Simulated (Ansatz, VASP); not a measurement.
GaN in VASP and in Ansatz

INCAR

```
PREC = Accurate
ENCUT = 520
EDIFF = 1E-6
ISMEAR = 0
SIGMA = 0.05
LREAL = False
LASPH = True
NELM = 80
ALGO = Normal
ISIF = 2
LWAVE = False
LCHARG = False
GGA = PE
NBANDS = 16
```

The input KPOINTS:

```
regular mesh
0
Gamma
  10 10 10
```

File POSCAR:

```
GaN
1.0
    0.0000000000      2.2742384928      2.2742384928
    2.2742384928      0.0000000000      2.2742384928
    2.2742384928      2.2742384928      0.0000000000
Ga N
1 1
Direct
   -0.0019875386      0.0019875386     -0.0019875386
    0.7598934215      0.7401065785      0.7598934215
```

Input for Ansatz:

```yaml
crystal:
  lattice:
    - [0.0, 2.2742384928, 2.2742384928]
    - [2.2742384928, 0.0, 2.2742384928]
    - [2.2742384928, 2.2742384928, 0.0]
  atoms:
    - { symbol: Ga, position: [-0.0019875386, 0.0019875386, -0.0019875386] }
    - { symbol: "N", position: [0.7598934215, 0.7401065785, 0.7598934215] }
basis:
  ecutwfc: 420
kpoints:
  mp_grid: { grid: [10, 10, 10] }
hamiltonian:
  xc: pbe
scf:
  occupations: { method: gaussian, width: 0.05 }
output:
  forces: true
  stress: true
  eigenvalues: true
  write_density: true
  write_potential: true
  elf: true
  volumetric_format: npy
```

Change from the starting cell: mode 4 (516.3 1/cm) frozen in, largest displacement +0.045 Å.

Alike in both runs: task single point; functional PBE; k mesh 10 × 10 × 10; occupations gaussian, width 0.05 eV; no spin polarisation.

|  | VASP | Ansatz |
| --- | --- | --- |
| version | VASP 6.6.1 | Ansatz 0.2.0 |
| potentials or method | VASP PAW PBE potentials, release 64 (Ga_d, N), cutoff 520 eV | scalar-relativistic, plane waves, PAW |
| valence electrons in the cell | 18 | 18 |

|  | VASP | Ansatz | Ansatz less VASP |
| --- | --- | --- | --- |
| gap on the k mesh at the Fermi level (eV) | 1.45 | 1.44 | -0.005 |
| least direct gap on the mesh (eV) | 1.45 | 1.44 | -0.005 |
| pressure (GPa) | 0.4 | 0.3 | -0.09 |
| traceless stress, the component that is largest in VASP (GPa) | 2.60 | 2.66 | +0.059 |
| rms of the force components (eV/Å) | 0.351 | 0.356 | +0.0047 |

Atom by atom the forces differ by 0.005 eV/Å (rms over components). The functional is the same, so the differences come from potentials, cutoffs and numerics.
